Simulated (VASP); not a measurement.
Here is a VASP 6.6.1 calculation.

Contents of INCAR:

```
SYSTEM = WS2
ALGO = Normal
EDIFF = 1E-6
ENCUT = 520
GGA = PS
ISIF = 2
ISMEAR = -1
LASPH = .TRUE.
LCHARG = .FALSE.
LREAL = .FALSE.
LWAVE = .FALSE.
NBANDS = 35
NELM = 60
PREC = Accurate
SIGMA = 0.05
```

File KPOINTS:

```
k-points
0
G
  10 10 3
  0 0 0
```

POSCAR

```
WS2
1.0
    3.0759938897      0.0000000000      0.0000000000
   -1.5379969449      2.6638888504      0.0000000000
    0.0000000000      0.0000000000     11.3960853436
W S
2 4
Direct
    0.6666666667      0.3333333333      0.7500000000
    0.3333333333      0.6666666667      0.2500000000
    0.6666666667      0.3333333333      0.3883591703
    0.3333333333      0.6666666667      0.8883591703
    0.6666666667      0.3333333333      0.1116408297
    0.3333333333      0.6666666667      0.6116408297
```

Potentials or basis: VASP PAW PBE potentials, release 64 (W_sv, S).

Launch:

```bash
$ cat potpaw_PBE.64/W_sv/POTCAR potpaw_PBE.64/S/POTCAR > POTCAR
$ mpirun -np 1 vasp_std > vasp.out
```

Question: Predict the pressure.

Answer: 10.2 GPa.

Question: Predict the largest force.

Answer: 0.016 eV/Å.

Question: What does it give for the band gap on the k mesh?

Answer: 0.50 eV (least direct gap 2.05 eV).

Forces in eV/Å, atoms in the order of the input:
```
W    0.000  0.000  0.000
W    0.000  0.000  0.000
S    0.000  0.000  0.016
S    0.000  0.000  0.016
S    0.000  0.000 -0.016
S    0.000  0.000 -0.016
```

Caveat: the cell stands under pressure; the PAW data sets were made with another functional, which shifts forces and pressure a little; spin-orbit coupling is left out, which moves the levels of the heavy elements. A k mesh can miss the band edges.
